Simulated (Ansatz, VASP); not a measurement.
# One calculation of Zr, two programs

Contents of INCAR:

```
SYSTEM = Zr
PREC = Accurate ; ENCUT = 600
EDIFF = 1E-6 ; ISMEAR = 0
SIGMA = 0.1 ; LREAL = .False.
LASPH = .True. ; NELM = 100
ALGO = Fast ; ISIF = 3
LWAVE = .False. ; LCHARG = .False.
GGA = PE ; IBRION = 2
NSW = 100 ; EDIFFG = -0.005
```

KPOINTS

```
regular mesh
0
Gamma
  15 15 8
  0 0 0
```

File POSCAR:

```
Zr
1.0
    3.2320000000      0.0000000000      0.0000000000
   -1.6160000000      2.7989941050      0.0000000000
    0.0000000000      0.0000000000      5.1470000000
Zr
2
Direct
    0.3333333333      0.6666666667      0.2500000000
    0.6666666667      0.3333333333      0.7500000000
```

Input for Ansatz:

```yaml
crystal:
  lattice:
    - [3.232, 0.0, 0.0]
    - [-1.616, 2.798994105, 0.0]
    - [0.0, 0.0, 5.147]
  atoms:
    - { symbol: Zr, position: [0.3333333333, 0.6666666667, 0.25] }
    - { symbol: Zr, position: [0.6666666667, 0.3333333333, 0.75] }
basis:
  ecutwfc: 420
kpoints:
  mp_grid: { grid: [15, 15, 8] }
hamiltonian:
  xc: pbe
scf:
  occupations: { method: gaussian, width: 0.1 }
output:
  forces: true
  stress: true
  eigenvalues: true
relax:
  adjacent_minimum: "off"
  f_tol: 0.005
  max_steps: 80
  cell: { stress_tol: 0.05 }
```

Alike in both runs: task relaxation of cell and atoms; functional PBE; k mesh 15 × 15 × 8; occupations gaussian, width 0.1 eV; no spin polarisation.

```csv
,VASP,Ansatz
version,VASP 6.6.1,Ansatz 0.2.0
potentials or method,"VASP PAW PBE potentials, release 64 (Zr_sv), cutoff 600 eV","scalar-relativistic, plane waves, PAW"
valence electrons in the cell,24,24
```

VASP gave:

| Item | Value |
| --- | --- |
| gap on the k mesh at the Fermi level, each at its own relaxed structure (eV) | none |
| relaxed volume (Å³/atom) | 23.40 |
| relaxed length of the cell vector where the two differ most in proportion (Å) | 3.233 |

**Question.** Which values does Ansatz return?

**Answer.** gap on the k mesh at the Fermi level, each at its own relaxed structure (eV): none; relaxed volume (Å³/atom): 23.39; relaxed length of the cell vector where the two differ most in proportion (Å): 3.233.

A gap of «none» marks a metal or a gap that the smearing closes.
